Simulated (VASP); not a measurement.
# SrO (Fm-3m) in VASP: a series of runs

Runs on SrO. Level: LDA. Tasks: single point.

All numbers are computed with VASP 6.6.1; they aren't measurements. Logs are shortened: lines on timing, memory, paths and dates and some standing lists are left out, and cuts for length are marked.

### Step 1. The cell of the first run

The structure is cubic, space group Fm-3m (No. 225). The conventional cell has a = 5.052 Å, b = 5.052 Å, c = 5.052 Å, α = 90.00°, β = 90.00°, γ = 90.00°. Sr (site symmetry m-3m) has 6 O at 2.53 Å within 3.3 Å. O (site symmetry m-3m) has 6 Sr at 2.53 Å within 3.3 Å.

### Step 2. Single point, LDA (volume scaled by 0.95)

Input file INCAR:

```
PREC = Accurate
ENCUT = 520
EDIFF = 1E-6
ISMEAR = -1
SIGMA = 0.02
LREAL = F
LASPH = T
NELM = 100
ALGO = Normal
ISIF = 2
LWAVE = F
LCHARG = F
NBANDS = 15
```

Input file KPOINTS:

```
regular mesh
0
Gamma
  8 8 8
```

Input file POSCAR:

```
SrO
1.0
    0.0000000000      2.5262356518      2.5262356518
    2.5262356518      0.0000000000      2.5262356518
    2.5262356518      2.5262356518      0.0000000000
Sr O
1 1
Direct
    0.0000000000      0.0000000000      0.0000000000
    0.5000000000      0.5000000000      0.5000000000
```

Potentials or basis: VASP PAW LDA potentials, release 64 (Sr_sv, O).

The run is started by

```bash
$ cat potpaw_LDA.64/Sr_sv/POTCAR potpaw_LDA.64/O/POTCAR > POTCAR
$ mpirun -np 1 vasp_std > vasp.out
```

OUTCAR:

```text
PREC = Accurate
   ENCUT = 520
   EDIFF = 1E-6
   ISMEAR = -1
   LREAL = F
   LASPH = T
   NELM = 100
   ISIF = 2

 ion  position               nearest neighbor table
   1  0.000  0.000  0.000-   2 2.53   2 2.53   2 2.53   2 2.53   2 2.53   2 2.53
   2  0.500  0.500  0.500-   1 2.53   1 2.53   1 2.53   1 2.53   1 2.53   1 2.53

  LATTYP: Found a face centered cubic cell.
 ALAT       =     5.0524713036

  Lattice vectors:

 A1 = (   0.0000000000,   2.5262356518,   2.5262356518)
 A2 = (   2.5262356518,   0.0000000000,   2.5262356518)
 A3 = (   2.5262356518,   2.5262356518,   0.0000000000)

Analysis of symmetry for initial positions (statically):
=====================================================================
 Subroutine PRICEL returns:
 Original cell was already a primitive cell.

 Routine SETGRP: Setting up the symmetry group for a
 face centered cubic supercell.

 Subroutine GETGRP returns: Found 48 space group operations
 (whereof 48 operations were pure point group operations)
 out of a pool of 48 trial point group operations.

The static configuration has the point symmetry O_h .

Analysis of symmetry for dynamics (positions and initial velocities):
=====================================================================
 Subroutine PRICEL returns:
 Original cell was already a primitive cell.

 Routine SETGRP: Setting up the symmetry group for a
 face centered cubic supercell.

 Subroutine GETGRP returns: Found 48 space group operations
 (whereof 48 operations were pure point group operations)
 out of a pool of 48 trial point group operations.

The dynamic configuration has the point symmetry O_h .

 Subroutine INISYM returns: Found 48 space group operations
 (whereof 48 operations are pure point group operations),
 and found     1 'primitive' translations

----------------------------------------------------------------------------------------

                                     Primitive cell

  volume of cell :      32.2442

  direct lattice vectors                    reciprocal lattice vectors
     0.000000000  2.526235652  2.526235652    -0.197922945  0.197922945  0.197922945
     2.526235652  0.000000000  2.526235652     0.197922945 -0.197922945  0.197922945
     2.526235652  2.526235652  0.000000000     0.197922945  0.197922945 -0.197922945

  length of vectors
     3.572636721  3.572636721  3.572636721     0.342812597  0.342812597  0.342812597

  position of ions in fractional coordinates (direct lattice)
     0.000000000  0.000000000  0.000000000
     0.500000000  0.500000000  0.500000000

  ion indices of the primitive-cell ions
   primitive index   ion index
[... 86 lines left out ...]
   NUPDOWN=      -1.0000    fix difference up-down
   EMIN   =  10.00;   EMAX   =-10.00  energy-range for DOS
   EFERMI =   0.00;   METHOD = LEGACY
   ISMEAR =    -1;   SIGMA  =   0.02  broadening in eV -4-tet -1-fermi 0-gaus
   EFERMI_NEDOS =   21; number of points for ismear=-14 and -15
   IALGO  =     38    algorithm
   IMIX   =      4    mixing-type and parameters
     AMIX     =   0.40;   BMIX     =  1.00
     AMIX_MAG =   1.60;   BMIX_MAG =  1.00
  volume/ion in A,a.u.               =      16.12       108.80
  Fermi-wavevector in a.u.,A,eV,Ry     =   1.296077  2.449231 22.855296  1.679817
  Thomas-Fermi vector in A             =   2.427557
   LORBIT       =      0    0 simple, 1 ext, 2 COOP (PROOUT), +10 PAW based schemes
   GGA     = CA    functional components
   LHFCALC =     F    Hartree Fock is set to
   AEXX    =    0.0000 exact exchange contribution
   IVDW    =     0    specifies the selected vdW correction
   LEPSILON=     F    determine dielectric tensor
   LRPA    =     F    only Hartree local field effects (RPA)
 non-spin polarized calculation
  energy-cutoff  :      520.00
  volume of cell :       32.24
 maximum number of plane-waves:       893
   NGX = 13   NGY = 13   NGZ = 13

 number of electron      15.9999996 magnetization

 Free energy of the ion-electron system (eV)
  ---------------------------------------------------
  ext. energy  EPLUGINS =         0.00000000
  ---------------------------------------------------
  free energy    TOTEN  =       -13.38482357 eV

  energy without entropy =      -13.38482357  energy(sigma->0) =      -13.38482357

 E-fermi :   1.9935     XC(G=0): -10.7771

 val. band max:        1.6081127188   @ k =   0.0000   0.0000   0.0000
 cond. band min:       4.6609608969   @ k =   0.5000   0.5000   0.0000
 fundamental gap:      3.0528481781
 Fermi energy:         1.9934883617

 k-point     1 :       0.0000    0.0000    0.0000
  band No.  band energies     occupation
      1     -30.3065      2.00000
      2     -13.2196      2.00000
      3     -11.9699      2.00000
      4     -11.9699      2.00000
      5     -11.9699      2.00000
      6       1.6081      2.00000
      7       1.6081      2.00000
      8       1.6081      2.00000
      9       5.7926      0.00000
     10       7.8195      0.00000
     11       7.8195      0.00000
     12       7.8195      0.00000
     13      10.1679      0.00000
     14      10.1679      0.00000
[... 401 lines left out ...]
      2     -14.5971      2.00000
      3     -12.4522      2.00000
      4     -12.2537      2.00000
      5     -11.0592      2.00000
      6      -0.0802      2.00000
      7       0.6807      2.00000
      8       0.7875      2.00000
      9       8.0471      0.00000
     10       8.4172      0.00000
     11      11.3257      0.00000
     12      11.4007      0.00000
     13      13.7143      0.00000
     14      15.0217      0.00000
     15      15.3971      0.00000

 [... further k-points ...]

------------------------ aborting loop because EDIFF is reached ----------------------------------------

  FORCE on cell =-STRESS in cart. coord.  units (eV):
  Direction    XX          YY          ZZ          XY          YZ          ZX
  --------------------------------------------------------------------------------------
  -------------------------------------------------------------------------------------
  Total        0.3251260      0.3251260      0.3251260      0.0000000     -0.0000000     -0.0000000
  in kB       16.1551374     16.1551374     16.1551374      0.0000000     -0.0000000     -0.0000000
  external PRESSURE =      16.1551374 kB  Pullay stress =       0.0000000 kB

 VOLUME and BASIS-vectors are now :
 -----------------------------------------------------------------------------
  energy-cutoff  :      520.00
  volume of cell :       32.24
      direct lattice vectors                 reciprocal lattice vectors
     0.000000000  2.526235652  2.526235652    -0.197922945  0.197922945  0.197922945
     2.526235652  0.000000000  2.526235652     0.197922945 -0.197922945  0.197922945
     2.526235652  2.526235652  0.000000000     0.197922945  0.197922945 -0.197922945

 POSITION                                       TOTAL-FORCE (eV/Angst)
 -----------------------------------------------------------------------------------
      0.00000      0.00000      0.00000        -0.000000     -0.000000     -0.000000
      2.52624      2.52624      2.52624         0.000000      0.000000      0.000000
 -----------------------------------------------------------------------------------
    total drift:                                0.000000      0.000000      0.000000

  FREE ENERGIE OF THE ION-ELECTRON SYSTEM (eV)
  ---------------------------------------------------
  free  energy   TOTEN  =       -13.3848235696 eV

  energy  without entropy=      -13.3848235696  energy(sigma->0) =      -13.38482357
```

It took 14 s on 1 thread of Intel Xeon Platinum 8488C (Sapphire Rapids), shared host; peak memory 0.14 GiB.

What came out:

| Property | Result |
| --- | --- |
| Free energy | -13.3848 eV |
| Pressure | 1.6 GPa |
| Band gap on the k mesh | 3.05 eV, indirect (least direct gap 3.10 eV) |

 A k mesh can miss the band edges.

### Step 3. Single point, LDA (volume scaled by 0.975)

Input file INCAR:

```
PREC = Accurate
ENCUT = 520
EDIFF = 1E-7
ISMEAR = -1
SIGMA = 0.02
LREAL = F
LASPH = T
NELM = 60
ALGO = Normal
ISIF = 2
LWAVE = F
LCHARG = T
LELF = T
LVHAR = T
NBANDS = 15
```

KPOINTS is that of step 2.

Input file POSCAR:

```
SrO
1.0
    0.0000000000      2.5482040210      2.5482040210
    2.5482040210      0.0000000000      2.5482040210
    2.5482040210      2.5482040210      0.0000000000
Sr O
1 1
Direct
    0.0000000000      0.0000000000      0.0000000000
    0.5000000000      0.5000000000      0.5000000000
```

Potentials or basis: VASP PAW LDA potentials, release 64 (Sr_sv, O).

The run is started by

```bash
$ cat potpaw_LDA.64/Sr_sv/POTCAR potpaw_LDA.64/O/POTCAR > POTCAR
$ mpirun -np 1 vasp_std > vasp.out
```

Run time: 14 s. Hardware: 1 thread of Intel Xeon Platinum 8488C (Sapphire Rapids), shared host; peak memory 0.14 GiB.

Results (log left out):

```
Free energy            : -13.3866 eV
Pressure               : -1.1 GPa
Band gap on the k mesh : 3.08 eV, indirect (least direct gap 3.14 eV)
```

Levels at points of the mesh, in eV from the valence-band top:
| k point | band 6 | band 7 | band 8 | band 9 | band 10 | band 11 |
| --- | --- | --- | --- | --- | --- | --- |
| (0.00, 0.00, 0.00) | 0.00 | 0.00 | 0.00 | 3.99 | 6.16 | 6.16 |
| (0.50, 0.00, 0.00) | -2.30 | -1.21 | -1.21 | 6.56 | 8.48 | 8.96 |
| (0.50, 0.50, 0.00) | -0.38 | -0.06 | -0.06 | 3.08 | 7.96 | 10.36 |

 A k mesh can miss the band edges.

### Step 4. Single point, LDA (volume scaled by 1.025)

Input file INCAR:

```
ALGO = Normal ; EDIFF = 1E-6
ENCUT = 520 ; GGA = CA
ISIF = 2 ; ISMEAR = -1
LASPH = True ; LCHARG = False
LREAL = False ; LWAVE = False
NBANDS = 15 ; NELM = 100
PREC = Accurate ; SIGMA = 0.02
```

Input file KPOINTS:

```
k-points
0
Gamma
  8 8 8
```

Input file POSCAR:

```
SrO
1.0
    0.0000000000      2.5910389797      2.5910389797
    2.5910389797      0.0000000000      2.5910389797
    2.5910389797      2.5910389797      0.0000000000
Sr O
1 1
Direct
    0.0000000000      0.0000000000      0.0000000000
    0.5000000000      0.5000000000      0.5000000000
```

Potentials or basis: VASP PAW LDA potentials, release 64 (Sr_sv, O).

The run is started by

```bash
$ cat potpaw_LDA.64/Sr_sv/POTCAR potpaw_LDA.64/O/POTCAR > POTCAR
$ mpirun -np 1 vasp_std > vasp.out
```

OUTCAR:

```text
EDIFF = 1E-6
   ENCUT = 520
   GGA = CA
   ISIF = 2
   ISMEAR = -1
   LASPH = True
   LREAL = False
   NELM = 100
   PREC = Accurate

 ion  position               nearest neighbor table
   1  0.000  0.000  0.000-   2 2.59   2 2.59   2 2.59   2 2.59   2 2.59   2 2.59
   2  0.500  0.500  0.500-   1 2.59   1 2.59   1 2.59   1 2.59   1 2.59   1 2.59

  LATTYP: Found a face centered cubic cell.
 ALAT       =     5.1820779594

  Lattice vectors:

 A1 = (   0.0000000000,   2.5910389797,   2.5910389797)
 A2 = (   2.5910389797,   0.0000000000,   2.5910389797)
 A3 = (   2.5910389797,   2.5910389797,   0.0000000000)

Analysis of symmetry for initial positions (statically):
=====================================================================
 Subroutine PRICEL returns:
 Original cell was already a primitive cell.

 Routine SETGRP: Setting up the symmetry group for a
 face centered cubic supercell.

 Subroutine GETGRP returns: Found 48 space group operations
 (whereof 48 operations were pure point group operations)
 out of a pool of 48 trial point group operations.

The static configuration has the point symmetry O_h .

Analysis of symmetry for dynamics (positions and initial velocities):
[... 165 lines left out ...]
 k-point     1 :       0.0000    0.0000    0.0000
  band No.  band energies     occupation
      1     -30.9327      2.00000
      2     -13.4985      2.00000
      3     -12.6831      2.00000
      4     -12.6831      2.00000
      5     -12.6831      2.00000
      6       1.2316      2.00000
      7       1.2316      2.00000
      8       1.2316      2.00000
      9       4.8703      0.00000
     10       7.2859      0.00000
     11       7.2859      0.00000
     12       7.2859      0.00000
     13       9.4566      0.00000
     14       9.4566      0.00000
[... 401 lines left out ...]
      2     -14.7758      2.00000
      3     -13.0622      2.00000
      4     -12.9039      2.00000
      5     -11.7511      2.00000
      6      -0.3641      2.00000
      7       0.3747      2.00000
      8       0.4441      2.00000
      9       7.4013      0.00000
     10       7.7460      0.00000
     11      10.3077      0.00000
     12      10.5464      0.00000
     13      12.6313      0.00000
     14      13.8593      0.00000
     15      14.0782      0.00000

 [... further k-points ...]
[... 5 lines left out ...]
  --------------------------------------------------------------------------------------
  -------------------------------------------------------------------------------------
  Total       -1.2039010     -1.2039010     -1.2039010      0.0000000      0.0000000     -0.0000000
  in kB      -55.4433582    -55.4433582    -55.4433582      0.0000000      0.0000000     -0.0000000
  external PRESSURE =     -55.4433582 kB  Pullay stress =       0.0000000 kB

 VOLUME and BASIS-vectors are now :
 -----------------------------------------------------------------------------
  energy-cutoff  :      520.00
  volume of cell :       34.79
      direct lattice vectors                 reciprocal lattice vectors
     0.000000000  2.591038980  2.591038980    -0.192972782  0.192972782  0.192972782
     2.591038980  0.000000000  2.591038980     0.192972782 -0.192972782  0.192972782
     2.591038980  2.591038980  0.000000000     0.192972782  0.192972782 -0.192972782

 POSITION                                       TOTAL-FORCE (eV/Angst)
 -----------------------------------------------------------------------------------
      0.00000      0.00000      0.00000         0.000000     -0.000000      0.000000
      2.59104      2.59104      2.59104        -0.000000      0.000000     -0.000000
 -----------------------------------------------------------------------------------
    total drift:                                0.000000      0.000000      0.000000

  FREE ENERGIE OF THE ION-ELECTRON SYSTEM (eV)
  ---------------------------------------------------
  free  energy   TOTEN  =       -13.3513786454 eV

  energy  without entropy=      -13.3513786454  energy(sigma->0) =      -13.35137865
```

OSZICAR:

```text
N       E                     dE             d eps       ncg     rms          rms(c)
DAV:   1     0.679206657792E+02    0.67921E+02   -0.83404E+03   870   0.104E+03
DAV:   2    -0.124765910402E+02   -0.80397E+02   -0.73172E+02  1195   0.221E+02
DAV:   3    -0.154664082003E+02   -0.29898E+01   -0.29701E+01  1140   0.391E+01
DAV:   4    -0.155286773367E+02   -0.62269E-01   -0.62267E-01  1091   0.527E+00
DAV:   5    -0.155298776187E+02   -0.12003E-02   -0.12003E-02  1110   0.562E-01    0.164E+01
DAV:   6    -0.135958211883E+02    0.19341E+01   -0.64907E+00   884   0.191E+01    0.199E+01
DAV:   7    -0.134008295191E+02    0.19499E+00   -0.36946E-01   982   0.522E+00    0.109E+01
DAV:   8    -0.133504565955E+02    0.50373E-01   -0.13351E-01  1150   0.337E+00    0.118E+00
DAV:   9    -0.133515138262E+02   -0.10572E-02   -0.71247E-03  1202   0.499E-01    0.315E-01
DAV:  10    -0.133513722294E+02    0.14160E-03   -0.15957E-04  1010   0.137E-01    0.179E-01
DAV:  11    -0.133513761298E+02   -0.39004E-05   -0.90533E-05  1003   0.970E-02    0.226E-02
DAV:  12    -0.133513786141E+02   -0.24844E-05   -0.77896E-06  1111   0.200E-02    0.569E-03
DAV:  13    -0.133513786454E+02   -0.31299E-07   -0.45090E-07   491   0.627E-03
   1 F= -.13351379E+02 E0= -.13351379E+02  d E =-.149891E-10
```

stdout:

```text
POSCAR found type information on POSCAR SrO
 POSCAR found :  2 types and       2 ions
 scaLAPACK will be used
 LDA part: xc-table for (Slater(with rela. corr.)+CA(PZ))
 , standard interpolation
 POSCAR, INCAR and KPOINTS ok, starting setup
 FFT: planning ... GRIDC
 FFT: planning ... GRID_SOFT
 FFT: planning ... GRID
 WAVECAR not read
 entering main loop
```

It took 11 s on 1 thread of Intel Xeon Platinum 8488C (Sapphire Rapids), shared host; peak memory 0.15 GiB.

What came out:

```
Free energy            : -13.3514 eV
Pressure               : -5.5 GPa
Band gap on the k mesh : 3.12 eV, indirect (least direct gap 3.22 eV)
```

 A k mesh can miss the band edges.

### Step 5. Single point, LDA (volume scaled by 1.05)

Input file INCAR:

```
SYSTEM = SrO
ALGO = Normal
EDIFF = 1E-6
ENCUT = 520
ISIF = 2
ISMEAR = -1
LASPH = .TRUE.
LCHARG = .TRUE.
LELF = .TRUE.
LREAL = .FALSE.
LVHAR = .TRUE.
LWAVE = .FALSE.
NBANDS = 15
NELM = 80
PREC = Accurate
SIGMA = 0.02
```

Input file KPOINTS:

```
k-points
0
G
  8 8 8
  0 0 0
```

Input file POSCAR:

```
SrO
1.0
    0.0000000000      2.6119353577      2.6119353577
    2.6119353577      0.0000000000      2.6119353577
    2.6119353577      2.6119353577      0.0000000000
Sr O
1 1
Direct
    0.0000000000      0.0000000000      0.0000000000
    0.5000000000      0.5000000000      0.5000000000
```

The run is started by

```bash
$ cat potpaw_LDA.64/Sr_sv/POTCAR potpaw_LDA.64/O/POTCAR > POTCAR
$ mpirun -np 1 vasp_std > vasp.out
```

Wall time 12 s (1 thread of Intel Xeon Platinum 8488C (Sapphire Rapids), shared host); peak memory 0.14 GiB.

Results (log left out):

```yaml
Free_energy: -13.3177 eV
Pressure: -7.3 GPa
Band_gap_on_the_k_mesh: 3.13 eV, indirect (least direct gap 3.24 eV)
```

Levels at points of the mesh, in eV from the valence-band top:
| k point | band 5 | band 6 | band 7 | band 8 | band 9 | band 10 | band 11 | band 12 |
| --- | --- | --- | --- | --- | --- | --- | --- | --- |
| (0.00, 0.00, 0.00) | -14.02 | 0.00 | 0.00 | 0.00 | 3.48 | 6.00 | 6.00 | 6.00 |
| (0.50, 0.00, 0.00) | -12.74 | -2.15 | -1.07 | -1.07 | 6.25 | 7.90 | 8.53 | 8.53 |
| (0.50, 0.50, 0.00) | -14.35 | -0.50 | -0.11 | -0.11 | 3.13 | 7.40 | 9.77 | 9.87 |

### Step 6. The runs side by side

| cell | gap on the mesh (eV) | pressure (GPa) |
| --- | --- | --- |
| a = 3.573 Å, angles 60.0°, 2 atoms | 3.05 | 1.6 |
| a = 3.604 Å, angles 60.0°, 2 atoms | 3.08 | -1.1 |
| a = 3.664 Å, angles 60.0°, 2 atoms | 3.12 | -5.5 |
| a = 3.694 Å, angles 60.0°, 2 atoms | 3.13 | -7.3 |

Alike in all rows: task single point; level LDA; potentials or basis VASP PAW LDA potentials, release 64 (Sr_sv, O); no spin polarisation; k mesh 8 × 8 × 8; cutoff (eV) 520; smearing fermi-dirac 0.02 eV.

Total energies depend on the potentials used, so only differences within one code and one set of settings carry meaning.
